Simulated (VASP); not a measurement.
A run of VASP 6.6.1 is set up as follows.

The input INCAR:

```
SYSTEM = PbF2
ALGO = Normal
EDIFF = 1E-6
ENCUT = 520
GGA = PE
ISIF = 2
ISMEAR = 0
LASPH = .TRUE.
LCHARG = .FALSE.
LREAL = .FALSE.
LWAVE = .FALSE.
NBANDS = 21
NELM = 100
PREC = Accurate
SIGMA = 0.02
```

KPOINTS

```
k-points
0
G
  8 8 8
  0 0 0
```

The input POSCAR:

```
PbF2
1.0
    0.0000000000      2.9999686936      2.9999686936
    2.9999686936      0.0000000000      2.9999686936
    2.9999686936      2.9999686936      0.0000000000
Pb F
1 2
Direct
    0.0000000000      0.0000000000      0.0000000000
    0.2500000000      0.2500000000      0.2500000000
    0.7500000000      0.7500000000      0.7500000000
```

Potentials or basis: VASP PAW PBE potentials, release 64 (Pb_d, F).

Command:

```console
$ cat potpaw_PBE.64/Pb_d/POTCAR potpaw_PBE.64/F/POTCAR > POTCAR
$ mpirun -np 1 vasp_std > vasp.out
```

**Question.** What does it give for the pressure?

**Answer.** -0.2 GPa.

**Question.** What does it give for the band gap on the k mesh?

**Answer.** 4.42 eV (least direct gap 4.56 eV).

Caveat: spin-orbit coupling is left out, which moves the levels of the heavy elements. Expect the measured gap to be larger: semilocal functionals such as PBE lack the derivative discontinuity.
